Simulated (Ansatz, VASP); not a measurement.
**One calculation of K3I2Br, two programs**

File INCAR:

```
PREC = Accurate ; ENCUT = 520
EDIFF = 1E-6 ; ISMEAR = 0
SIGMA = 0.05 ; LREAL = False
LASPH = True ; NELM = 100
ALGO = Normal ; ISIF = 2
LWAVE = False ; LCHARG = True
LELF = True ; LVHAR = True
NBANDS = 33
```

Contents of KPOINTS:

```
regular mesh
0
Gamma
  6 6 2
```

The input POSCAR:

```
K3I2Br
1.0
    4.7110565424      0.0000000000      0.0000000000
   -2.3555282712      4.0798946443      0.0000000000
    0.0000000000      0.0000000000     11.5680398841
K I Br
3 2 1
Direct
    0.0000000000      0.0000000000      0.5000000000
    0.3333333333      0.6666666667      0.1500969033
    0.6666666667      0.3333333333      0.8499030967
    0.3333333333      0.6666666667      0.6750221222
    0.6666666667      0.3333333333      0.3249778778
    0.0000000000      0.0000000000      0.0000000000
```

Input for Ansatz:

```yaml
crystal:
  lattice:
    - [4.7110565424, 0.0, 0.0]
    - [-2.3555282712, 4.0798946443, 0.0]
    - [0.0, 0.0, 11.5680398841]
  atoms:
    - { symbol: K, position: [0.0, 0.0, 0.5] }
    - { symbol: K, position: [0.3333333333, 0.6666666667, 0.1500969033] }
    - { symbol: K, position: [0.6666666667, 0.3333333333, 0.8499030967] }
    - { symbol: I, position: [0.3333333333, 0.6666666667, 0.6750221222] }
    - { symbol: I, position: [0.6666666667, 0.3333333333, 0.3249778778] }
    - { symbol: Br, position: [0.0, 0.0, 0.0] }
basis:
  ecutwfc: 420
kpoints:
  mp_grid: { grid: [6, 6, 2] }
hamiltonian:
  xc: lda
scf:
  occupations: { method: gaussian, width: 0.05 }
output:
  forces: true
  stress: true
  eigenvalues: true
```

Alike in both runs: task single point; functional LDA; k mesh 6 × 6 × 2; occupations gaussian, width 0.05 eV; no spin polarisation.

```csv
,VASP,Ansatz
version,VASP 6.6.1,Ansatz 0.2.0
potentials or method,"VASP PAW LDA potentials, release 64 (K_sv, I, Br), cutoff 520 eV","scalar-relativistic, plane waves, PAW"
valence electrons in the cell,48,68
```

|  | VASP | Ansatz | Ansatz less VASP |
| --- | --- | --- | --- |
| gap on the k mesh at the Fermi level (eV) | 3.75 | 3.74 | -0.008 |
| least direct gap on the mesh (eV) | 3.75 | 3.74 | -0.008 |
| pressure (GPa) | 0.1 | 0.0 | -0.07 |

LDA's correlation is that of Perdew and Zunger in VASP and of Perdew and Wang (1992) in Ansatz. VASP's potentials hold 48 valence electrons a cell and Ansatz's 68, so a difference there can come from the potentials and not from the codes.

Neither program's run includes spin-orbit coupling.
